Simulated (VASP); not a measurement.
Write the native input for VASP 6.6.1 that does the following.

```yaml
Task: single point
Functional: PBE
Dispersion: D3(BJ)
Potentials_or_basis: VASP PAW PBE potentials, release 64 (Si, O)
Cutoff: 520 eV
k_mesh: 7 × 7 × 1
Occupations: gaussian, width 0.05 eV
Spin: collinear spin, ferromagnetic start
Starting_moments: "[0.0, 0.0, 0.0, 0.0, 2.0] μB"
Dipole_correction: yes
Further_INCAR_settings: ALGO = Normal; EDIFF = 1e-07; NBANDS = 23
```

The structure of Si4O lies in POSCAR:

```
Si4O
1.0
    3.8333442603      0.0000000000      0.0000000000
    0.0000000000      3.8333442603      0.0000000000
    0.0000000000      0.0000000000     21.2034818054
Si O
4 1
Direct
    0.0000000000      0.5000000000      0.1886482624
    0.0000000000      0.0000000000      0.2525666261
    0.5000000000      0.0000000000      0.3191936744
    0.5000000000      0.5000000000      0.3821769405
    0.7500000000      0.7500000000      0.4859334849
```

These files were run (other wordings do the same):

INCAR

```
SYSTEM = Si4O
ALGO = Normal
DIPOL = 0.5 0.5 0.326
EDIFF = 1E-7
ENCUT = 520
GGA = PE
IDIPOL = 3
ISIF = 2
ISMEAR = 0
ISPIN = 2
IVDW = 12
LASPH = .True.
LCHARG = .True.
LDIPOL = .True.
LELF = .True.
LORBIT = 11
LREAL = .False.
LVACPOTAV = .True.
LVHAR = .True.
LWAVE = .False.
MAGMOM = 0 0 0 0 2
NBANDS = 23
NELM = 150
PREC = Accurate
SIGMA = 0.05
```

KPOINTS

```
k-points
0
Gamma
  7 7 1
  0 0 0
```

Potentials or basis: VASP PAW PBE potentials, release 64 (Si, O).

Command:

```bash
$ cat potpaw_PBE.64/Si/POTCAR potpaw_PBE.64/O/POTCAR > POTCAR
$ mpirun -np 1 vasp_std > vasp.out
```

It gave:

```
Largest force                                         : 2.355 eV/Å
Net moment                                            : 1.28 μB per cell
Site moments                                          : Si -0.00, -0.01, -0.03 (each value once); O +1.09 μB
Valence electrons inside the program's atomic spheres : Si 1.59, 1.67, 1.53 (each value once); O 4.61
Dispersion energy per atom                            : -0.200 eV
```

Wall time 48 min on 1 thread of Oxide Virtual Turin-like Processor, on a shared host, peak memory 0.63 GiB.
